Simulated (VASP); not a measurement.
Input of a VASP 6.6.1 run:

INCAR

```
SYSTEM = VO2
ALGO = Normal
EDIFF = 1E-6
ENCUT = 600
GGA = PE
GGA_COMPAT = .FALSE.
ISIF = 2
ISMEAR = 0
ISPIN = 2
LASPH = .TRUE.
LCHARG = .TRUE.
LDAU = .TRUE.
LDAUJ = 0 0
LDAUL = 2 -1
LDAUPRINT = 1
LDAUTYPE = 2
LDAUU = 3.25 0
LELF = .TRUE.
LMAXMIX = 4
LORBIT = 11
LREAL = .FALSE.
LVHAR = .TRUE.
LWAVE = .FALSE.
MAGMOM = 0.95 0.95 0 0 0 0
NBANDS = 38
NELM = 200
PREC = Accurate
SIGMA = 0.02
```

The input KPOINTS:

```
k-points
0
G
  6 6 10
  0 0 0
```

Contents of POSCAR:

```
VO2
1.0
    4.3821777393      0.0000000000      0.0000000000
    0.0000000000      4.3821777393      0.0000000000
    0.0000000000      0.0000000000      2.9750155188
V O
2 4
Direct
    0.0000000000      0.0000000000      0.0000000000
    0.5000000000      0.5000000000      0.5000000000
    0.2989371268      0.2989371268      0.0000000000
    0.2010628732      0.7989371268      0.5000000000
    0.7010628732      0.7010628732      0.0000000000
    0.7989371268      0.2010628732      0.5000000000
```

Potentials or basis: VASP PAW PBE potentials, release 64 (V_sv, O).

Command:

```bash
$ cat potpaw_PBE.64/V_sv/POTCAR potpaw_PBE.64/O/POTCAR > POTCAR
$ mpirun -np 1 vasp_std > vasp.out
```

(1) Estimate the net moment.

(2) What does it give for the site moments?

Results:

(1) 2.00 μB per cell.

(2) V +1.05; O -0.04 μB.
